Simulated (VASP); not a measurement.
# HfO2 (I4/mmm) in VASP: notebook

The runs below take HfO2 through single point, with PBE.

Everything below comes from runs of VASP 6.6.1. Logs are shortened: lines on timing, memory, paths and dates and some standing lists are left out, and cuts for length are marked.

### 1 The cell of the first run

The structure is tetragonal, space group I4/mmm (No. 139). Conventional cell: a = 3.605 Å, b = 3.605 Å, c = 4.962 Å, α = 90.00°, β = 90.00°, γ = 90.00°. Within 2.9 Å of Hf (site symmetry 4/mmm) lie 8 O at 2.19 Å. O (site symmetry -4m2) has 4 Hf at 2.19 Å and 6 O at 2.48 to 2.55 Å within 2.9 Å.

### 2 Single point, PBE (normal strain along x -0.0267, normal strain along y +0.0000)

Contents of INCAR:

```
SYSTEM = HfO2
PREC = Accurate
ENCUT = 520
EDIFF = 1E-6
ISMEAR = 0
SIGMA = 0.05
LREAL = .False.
LASPH = .True.
NELM = 60
ALGO = Normal
ISIF = 2
LWAVE = .False.
LCHARG = .True.
GGA = PE
LELF = .True.
LVHAR = .True.
NBANDS = 18
```

Contents of KPOINTS:

```
Automatic mesh
0
Gamma
  8 8 8
  0 0 0
```

Contents of POSCAR:

```
HfO2
1.0
    0.0000000000      2.5489194570      2.5489194570
    2.4808633075      0.0000000000      2.5489194570
    2.4808633075      2.5489194570      0.0000000000
Hf O
1 2
Direct
    0.0000000000      0.0000000000      0.0000000000
    0.2500000000      0.2500000000      0.2500000000
    0.7500000000      0.7500000000      0.7500000000
```

Potentials or basis: VASP PAW PBE potentials, release 64 (Hf_pv, O).

Run with:

```sh
$ cat potpaw_PBE.64/Hf_pv/POTCAR potpaw_PBE.64/O/POTCAR > POTCAR
$ mpirun -np 1 vasp_std > vasp.out
```

OUTCAR:

```text
SYSTEM = HfO2
   PREC = Accurate
   ENCUT = 520
   EDIFF = 1E-6
   ISMEAR = 0
   LREAL = .False.
   LASPH = .True.
   NELM = 60
   ISIF = 2
   GGA = PE

 ion  position               nearest neighbor table
   1  0.000  0.000  0.000-   3 2.19   3 2.19   3 2.19   2 2.19   3 2.19   2 2.19   2 2.19   2 2.19

   2  0.250  0.250  0.250-   1 2.19   1 2.19   1 2.19   1 2.19
   3  0.750  0.750  0.750-   1 2.19   1 2.19   1 2.19   1 2.19

  LATTYP: Found a body centered tetragonal cell.
 ALAT       =     3.6047164655
 C/A-ratio  =     1.3764540603

  Lattice vectors:

 A1 = (  -2.4808633075,   0.0000000000,  -2.5489194570)
 A2 = (  -2.4808633075,   0.0000000000,   2.5489194570)
 A3 = (   2.4808633075,   2.5489194570,   0.0000000000)

Analysis of symmetry for initial positions (statically):
=====================================================================
 Subroutine PRICEL returns:
 Original cell was already a primitive cell.

 Routine SETGRP: Setting up the symmetry group for a
 body centered tetragonal supercell.

 Subroutine GETGRP returns: Found 16 space group operations
 (whereof 16 operations were pure point group operations)
 out of a pool of 16 trial point group operations.

The static configuration has the point symmetry D_4h.

Analysis of symmetry for dynamics (positions and initial velocities):
=====================================================================
 Subroutine PRICEL returns:
 Original cell was already a primitive cell.

 Routine SETGRP: Setting up the symmetry group for a
 body centered tetragonal supercell.

 Subroutine GETGRP returns: Found 16 space group operations
 (whereof 16 operations were pure point group operations)
 out of a pool of 16 trial point group operations.

The dynamic configuration has the point symmetry D_4h.

 Subroutine INISYM returns: Found 16 space group operations
 (whereof 16 operations are pure point group operations),
 and found     1 'primitive' translations

----------------------------------------------------------------------------------------

                                     Primitive cell

  volume of cell :      32.2363

  direct lattice vectors                    reciprocal lattice vectors
     0.000000000  2.548919457  2.548919457    -0.201542745  0.196161553  0.196161553
     2.480863307  0.000000000  2.548919457     0.201542745 -0.196161553  0.196161553
     2.480863307  2.548919457  0.000000000     0.201542745  0.196161553 -0.196161553

  length of vectors
     3.604716465  3.556919053  3.556919053     0.342896760  0.342896760  0.342896760

  position of ions in fractional coordinates (direct lattice)
     0.000000000  0.000000000  0.000000000
     0.250000000  0.250000000  0.250000000
     0.750000000  0.750000000  0.750000000

  ion indices of the primitive-cell ions
   primitive index   ion index
                 1           1
                 2           2
                 3           3

----------------------------------------------------------------------------------------

 KPOINTS: Automatic mesh

Automatic generation of k-mesh.
 Grid dimensions read from file:
 generate k-points for:    8    8    8

 Generating k-lattice:

  Cartesian coordinates                     Fractional coordinates (reciprocal lattice)
    -0.025192843  0.024520194  0.024520194     0.125000000  0.000000000  0.000000000
     0.025192843 -0.024520194  0.024520194     0.000000000  0.125000000  0.000000000
     0.025192843  0.024520194 -0.024520194     0.000000000  0.000000000  0.125000000

  Length of vectors
     0.042862095  0.042862095  0.042862095

  Shift w.r.t. Gamma in fractional coordinates (k-lattice)
     0.000000000  0.000000000  0.000000000

 Subroutine IBZKPT returns following result:
 ===========================================

 Found     59 irreducible k-points:

 Following reciprocal coordinates:
            Coordinates               Weight
  0.000000  0.000000  0.000000      1.000000
  0.125000  0.000000  0.000000      8.000000
  0.250000  0.000000  0.000000      8.000000
  0.375000  0.000000  0.000000      8.000000
  0.500000  0.000000  0.000000      4.000000
  0.125000  0.125000  0.000000      4.000000
[... 16 lines left out ...]
  0.250000  0.125000  0.125000      4.000000
  0.375000  0.125000  0.125000      8.000000
 [... further k-points ...]
   k-points           NKPTS =     59   k-points in BZ     NKDIM =     59   number of bands    NBANDS=     18
   number of dos      NEDOS =    301   number of ions     NIONS =      3
   total plane-waves  NPLWV =  21952
   dimension x,y,z NGX =    28 NGY =   28 NGZ =   28
   dimension x,y,z NGXF=    56 NGYF=   56 NGZF=   56
   ions per type =               1   2
   NGX,Y,Z   is equivalent  to a cutoff of  12.91, 13.09, 13.09 a.u.
   NGXF,Y,Z  is equivalent  to a cutoff of  25.83, 26.17, 26.17 a.u.
 SYSTEM =  HfO2
   PREC   = accura    normal or accurate (medium, high low for compatibility)
   ISTART =      0    job   : 0-new  1-cont  2-samecut
   ICHARG =      2    charge: 1-file 2-atom 10-const
   ISPIN  =      1    spin polarized calculation?
   LNONCOLLINEAR =      F non collinear calculations
   LSORBIT =      F    spin-orbit coupling
   LASPH  =      T    aspherical Exc in radial PAW
   ENCUT  =  520.0 eV  38.22 Ry    6.18 a.u.   6.70  6.61  6.61*2*pi/ulx,y,z
   NELM   =     60;   NELMIN=  2; NELMDL= -5     # of ELM steps
   EDIFF  = 0.1E-05   stopping-criterion for ELM
   LREAL  =      F    real-space projection
   EDIFFG = 0.1E-04   stopping-criterion for IOM
   NSW    =      0    number of steps for IOM
   IBRION =     -1    ionic relax: 0-MD 1-quasi-New 2-CG
   NFREE  =      0    steps in history (QN), initial steepest desc. (CG)
   ISIF   =      2    stress and relaxation
   ISYM   =      2    0-nonsym 1-usesym 2-fastsym
   POTIM  = 0.5000    time-step for ionic-motion
   TEBEG  =    0.0;   TEEND  =   0.0 temperature during run
   PSTRESS=    0.0 pullay stress
   NELECT =      22.0000    total number of electrons
   NUPDOWN=      -1.0000    fix difference up-down
   EMIN   =  10.00;   EMAX   =-10.00  energy-range for DOS
   EFERMI =   0.00;   METHOD = LEGACY
   ISMEAR =     0;   SIGMA  =   0.05  broadening in eV -4-tet -1-fermi 0-gaus
   EFERMI_NEDOS =   21; number of points for ismear=-14 and -15
   IALGO  =     38    algorithm
[... 25 lines left out ...]
  ---------------------------------------------------
  free energy    TOTEN  =       -30.22060569 eV

  energy without entropy =      -30.22060569  energy(sigma->0) =      -30.22060569

 E-fermi :   4.8465     XC(G=0): -11.8961

 val. band max:        4.5792891138   @ k =   0.0000   0.5000   0.5000
 cond. band min:       8.1322759331   @ k =   0.0000   0.0000   0.0000
 fundamental gap:      3.5529868193
 Fermi energy:         4.8464613115

 k-point     1 :       0.0000    0.0000    0.0000
  band No.  band energies     occupation
      1     -25.2820      2.00000
      2     -25.2616      2.00000
      3     -25.2616      2.00000
      4     -14.4266      2.00000
      5     -11.3325      2.00000
      6      -1.0547      2.00000
[... 10 lines left out ...]
     17      14.9330      0.00000
     18      18.3040      0.00000

 k-point     2 :       0.1250    0.0000    0.0000
  band No.  band energies     occupation
      1     -25.3414      2.00000
      2     -25.2803      2.00000
      3     -25.2701      2.00000
      4     -14.2129      2.00000
      5     -11.5071      2.00000
      6      -0.8856      2.00000
[... 10 lines left out ...]
     17      14.6465      0.00000
     18      17.8975      0.00000

 k-point     3 :       0.2500    0.0000    0.0000
  band No.  band energies     occupation
      1     -25.5048      2.00000
      2     -25.2980      2.00000
      3     -25.2905      2.00000
      4     -13.7084      2.00000
      5     -11.8562      2.00000
      6      -0.5149      2.00000
[... 10 lines left out ...]
     17      14.1670      0.00000
     18      17.1467      0.00000

 k-point     4 :       0.3750    0.0000    0.0000
  band No.  band energies     occupation
      1     -25.6604      2.00000
      2     -25.3146      2.00000
      3     -25.3107      2.00000
      4     -13.2826      2.00000
      5     -12.0478      2.00000
      6      -0.1771      2.00000
[... 10 lines left out ...]
     17      14.0046      0.00000
     18      16.7065      0.00000

 k-point     5 :       0.5000    0.0000    0.0000
  band No.  band energies     occupation
      1     -25.7226      2.00000
      2     -25.3214      2.00000
      3     -25.3191      2.00000
      4     -13.1740      2.00000
      5     -12.0363      2.00000
      6      -0.0537      2.00000
[... 10 lines left out ...]
     17      13.8865      0.00000
     18      17.0775      0.00000

 k-point     6 :       0.1250    0.1250    0.0000
  band No.  band energies     occupation
      1     -25.3390      2.00000
      2     -25.3018      2.00000
      3     -25.2785      2.00000
      4     -14.1418      2.00000
      5     -11.5552      2.00000
      6      -0.8908      2.00000
[... 10 lines left out ...]
     17      14.5476      0.00000
     18      17.8581      0.00000

 k-point     7 :       0.2500    0.1250    0.0000
  band No.  band energies     occupation
      1     -25.4631      2.00000
      2     -25.3188      2.00000
      3     -25.2995      2.00000
      4     -13.7221      2.00000
      5     -11.8429      2.00000
      6      -0.5962      2.00000
[... 10 lines left out ...]
     17      14.2116      0.00000
     18      17.6360      0.00000

 k-point     8 :       0.3750    0.1250    0.0000
  band No.  band energies     occupation
      1     -25.6097      2.00000
      2     -25.3421      2.00000
      3     -25.3245      2.00000
      4     -13.2410      2.00000
      5     -12.0927      2.00000
      6      -0.2757      2.00000
[... 10 lines left out ...]
     17      14.5513      0.00000
     18      17.1004      0.00000
[... 229 lines left out ...]
     17      16.5594      0.00000
     18      17.9002      0.00000

 k-point    20 :      -0.3750    0.3750   -0.0000
  band No.  band energies     occupation
      1     -25.6482      2.00000
      2     -25.5134      2.00000
      3     -25.3698      2.00000
      4     -12.5396      2.00000
      5     -12.3338      2.00000
      6      -1.4906      2.00000
[... 10 lines left out ...]
     17      16.9966      0.00000
     18      17.8675      0.00000

 k-point    21 :       0.5000    0.5000    0.0000
  band No.  band energies     occupation
      1     -25.7447      2.00000
      2     -25.4159      2.00000
      3     -25.3763      2.00000
      4     -12.5957      2.00000
      5     -12.2452      2.00000
      6      -2.1684      2.00000
[... 10 lines left out ...]
     17      17.7161      0.00000
     18      17.8642      0.00000

 k-point    22 :       0.0000    0.1250    0.1250
  band No.  band energies     occupation
      1     -25.3585      2.00000
      2     -25.2820      2.00000
      3     -25.2820      2.00000
      4     -14.1289      2.00000
      5     -11.5876      2.00000
      6      -0.8537      2.00000
[... 10 lines left out ...]
     17      14.6374      0.00000
     18      17.8782      0.00000

 k-point    23 :       0.2500    0.1250    0.1250
  band No.  band energies     occupation
      1     -25.4123      2.00000
      2     -25.3264      2.00000
      3     -25.2762      2.00000
      4     -13.9034      2.00000
      5     -11.7196      2.00000
      6      -0.8043      2.00000
[... 10 lines left out ...]
     17      14.5357      0.00000
     18      17.8228      0.00000

 k-point    24 :       0.3750    0.1250    0.1250
  band No.  band energies     occupation
      1     -25.5533      2.00000
      2     -25.3628      2.00000
      3     -25.2966      2.00000
      4     -13.4045      2.00000
      5     -12.0095      2.00000
      6      -0.5810      2.00000
[... 10 lines left out ...]
     17      14.4137      0.00000
     18      17.3004      0.00000

 [... further k-points ...]

------------------------ aborting loop because EDIFF is reached ----------------------------------------

  FORCE on cell =-STRESS in cart. coord.  units (eV):
  Direction    XX          YY          ZZ          XY          YZ          ZX
  --------------------------------------------------------------------------------------
  -------------------------------------------------------------------------------------
  Total        2.3567130     -0.2236354     -0.2236354      0.0000000      0.0000000     -0.0000000
  in kB      117.1311019    -11.1149145    -11.1149145      0.0000000      0.0000000     -0.0000000
  external PRESSURE =      31.6337577 kB  Pullay stress =       0.0000000 kB

 VOLUME and BASIS-vectors are now :
 -----------------------------------------------------------------------------
  energy-cutoff  :      520.00
  volume of cell :       32.24
      direct lattice vectors                 reciprocal lattice vectors
     0.000000000  2.548919457  2.548919457    -0.201542745  0.196161553  0.196161553
     2.480863307  0.000000000  2.548919457     0.201542745 -0.196161553  0.196161553
     2.480863307  2.548919457  0.000000000     0.201542745  0.196161553 -0.196161553

 POSITION                                       TOTAL-FORCE (eV/Angst)
 -----------------------------------------------------------------------------------
      0.00000      0.00000      0.00000         0.000000     -0.000000     -0.000000
      1.24043      1.27446      1.27446        -0.000000      0.000000      0.000000
      3.72129      3.82338      3.82338         0.000000     -0.000000     -0.000000
 -----------------------------------------------------------------------------------
    total drift:                                0.000000      0.000000      0.000000

  FREE ENERGIE OF THE ION-ELECTRON SYSTEM (eV)
  ---------------------------------------------------
  free  energy   TOTEN  =       -30.2206056882 eV

  energy  without entropy=      -30.2206056882  energy(sigma->0) =      -30.22060569
```

It took 36 s on 1 thread of Intel Xeon Platinum 8259CL at 2.50GHz (Skylake/Cascade Lake), shared host; peak memory 0.18 GiB.

What came out:

```yaml
Free_energy: -30.2206 eV
Pressure: 3.2 GPa
Band_gap_on_the_k_mesh: 3.55 eV, indirect (least direct gap 3.61 eV)
```

Levels at points of the mesh, in eV from the valence-band top:
| k point | band 8 | band 9 | band 10 | band 11 | band 12 | band 13 | band 14 | band 15 |
| --- | --- | --- | --- | --- | --- | --- | --- | --- |
| (0.00, 0.00, 0.00) | -5.60 | -0.94 | -0.94 | -0.57 | 3.55 | 3.80 | 5.76 | 10.33 |
| (0.50, 0.00, 0.00) | -3.26 | -2.96 | -2.06 | -2.03 | 4.38 | 4.50 | 6.86 | 8.88 |
| (0.50, 0.50, 0.00) | -3.60 | -1.95 | -1.46 | -0.30 | 3.59 | 5.38 | 6.38 | 7.88 |
| (0.00, 0.50, 0.50) | -3.71 | -1.83 | -1.83 | 0.00 | 3.61 | 5.35 | 6.80 | 8.16 |

Caveat: the cell differs from its parent crystal (normal strain along x -0.0267, normal strain along y +0.0000); spin-orbit coupling is left out, which moves the levels of the heavy elements. A k mesh can miss the band edges.

### 3 Single point, PBE (normal strain along x -0.0133, normal strain along y +0.0000)

Contents of INCAR:

```
SYSTEM = HfO2
ALGO = Normal
EDIFF = 1E-6
ENCUT = 520
GGA = PE
ISIF = 2
ISMEAR = 0
LASPH = .True.
LCHARG = .True.
LELF = .True.
LREAL = .False.
LVHAR = .True.
LWAVE = .False.
NBANDS = 18
NELM = 60
PREC = Accurate
SIGMA = 0.05
```

Contents of KPOINTS:

```
k-points
0
Gamma
  8 8 8
  0 0 0
```

Contents of POSCAR:

```
HfO2
1.0
    0.0000000000      2.5489194570      2.5489194570
    2.5150188282      0.0000000000      2.5489194570
    2.5150188282      2.5489194570      0.0000000000
Hf O
1 2
Direct
    0.0000000000      0.0000000000      0.0000000000
    0.2500000000      0.2500000000      0.2500000000
    0.7500000000      0.7500000000      0.7500000000
```

Potentials or basis: VASP PAW PBE potentials, release 64 (Hf_pv, O).

Run with:

```sh
$ cat potpaw_PBE.64/Hf_pv/POTCAR potpaw_PBE.64/O/POTCAR > POTCAR
$ mpirun -np 1 vasp_std > vasp.out
```

It took 35 s on 1 thread of Intel Xeon Platinum 8259CL at 2.50GHz (Skylake/Cascade Lake), shared host; peak memory 0.18 GiB.

Results (log left out):

```
Free energy            : -30.2426 eV
Pressure               : -0.4 GPa
Band gap on the k mesh : 3.69 eV, indirect (the least direct gap lies 3.5 meV higher)
```

Stress tensor (GPa, compression positive):
```
 3.77  0.00  0.00
 0.00 -2.47  0.00
 0.00  0.00 -2.47
```

Levels at points of the mesh, in eV from the valence-band top:
```tsv
k point	band 7	band 8	band 9	band 10	band 11	band 12	band 13	band 14	band 15	band 16
(0.00, 0.00, 0.00)	-5.42	-5.42	-0.76	-0.76	-0.58	3.70	3.83	5.72	10.28	10.28
(0.50, 0.00, 0.00)	-4.35	-3.14	-2.82	-1.93	-1.92	4.47	4.53	6.85	8.96	9.24
(0.50, 0.50, 0.00)	-3.59	-3.51	-1.72	-1.48	-0.14	3.69	5.39	6.44	7.95	8.06
(0.00, 0.50, 0.50)	-3.56	-3.56	-1.66	-1.66	0.00	3.69	5.39	6.64	8.09	8.09
```

Caveat: the cell differs from its parent crystal (normal strain along x -0.0133, normal strain along y +0.0000); spin-orbit coupling is left out, which moves the levels of the heavy elements. A k mesh can miss the band edges.

### 4 Single point, PBE (normal strain along x +0.0000, normal strain along y +0.0133)

Contents of INCAR:

```
ALGO = Normal
EDIFF = 1E-7
ENCUT = 520
GGA = PE
ISIF = 2
ISMEAR = 0
LASPH = T
LCHARG = F
LREAL = F
LWAVE = F
NBANDS = 18
NELM = 80
PREC = Accurate
SIGMA = 0.05
```

Contents of KPOINTS:

```
k-points
0
Gamma
  8 8 8
```

Contents of POSCAR:

```
HfO2
1.0
    0.0000000000      2.5828200858      2.5489194570
    2.5489194570      0.0000000000      2.5489194570
    2.5489194570      2.5828200858      0.0000000000
Hf O
1 2
Direct
    0.0000000000      0.0000000000      0.0000000000
    0.2500000000      0.2500000000      0.2500000000
    0.7500000000      0.7500000000      0.7500000000
```

Run with:

```sh
$ cat potpaw_PBE.64/Hf_pv/POTCAR potpaw_PBE.64/O/POTCAR > POTCAR
$ mpirun -np 1 vasp_std > vasp.out
```

It took 37 s on 1 thread of Intel Xeon Platinum 8259CL at 2.50GHz (Skylake/Cascade Lake), shared host; peak memory 0.18 GiB.

It converged, with:

| Property | Result |
| --- | --- |
| Free energy | -30.2240 eV |
| Pressure | -6.7 GPa |
| Band gap on the k mesh | 3.67 eV, direct |

Stress tensor (GPa, compression positive):
```
 -4.71   0.00   0.00
  0.00 -10.67   0.00
  0.00   0.00  -4.71
```

Levels at points of the mesh, in eV from the valence-band top:
| k point | band 8 | band 9 | band 10 | band 11 | band 12 | band 13 | band 14 | band 15 |
| --- | --- | --- | --- | --- | --- | --- | --- | --- |
| (0.00, 0.00, 0.00) | -5.20 | -0.75 | -0.58 | -0.58 | 3.68 | 3.82 | 5.56 | 9.99 |
| (0.50, 0.00, 0.00) | -3.05 | -2.71 | -1.85 | -1.83 | 4.42 | 4.48 | 6.65 | 8.92 |
| (0.50, 0.50, 0.00) | -3.41 | -1.66 | -1.43 | 0.00 | 3.67 | 5.30 | 6.38 | 7.82 |
| (0.50, 0.00, 0.50) | -3.43 | -1.48 | -1.48 | -0.14 | 3.67 | 5.30 | 6.19 | 7.80 |

Caveat: the cell differs from its parent crystal (normal strain along x +0.0000, normal strain along y +0.0133); spin-orbit coupling is left out, which moves the levels of the heavy elements.

### 5 The runs side by side

```tsv
cell	gap on the mesh (eV)	pressure (GPa)
a = 3.605, b = 3.557, c = 3.557 Å, angles 60.9, 59.6, 59.6°, 3 atoms	3.55	3.2
a = 3.605, b = 3.581, c = 3.581 Å, angles 60.4, 59.8, 59.8°, 3 atoms	3.69	-0.4
a = 3.629, b = 3.605 Å, angles 60.2, 59.6, 60.2°, 3 atoms	3.67	-6.7
```

Alike in all rows: task single point; level PBE; potentials or basis VASP PAW PBE potentials, release 64 (Hf_pv, O); no spin polarisation; k mesh 8 × 8 × 8; cutoff (eV) 520; smearing gaussian 0.05 eV.

Caveats: spin-orbit coupling is left out, which moves the levels of the heavy elements.

Total energies depend on the potentials used, so only differences within one code and one set of settings carry meaning.
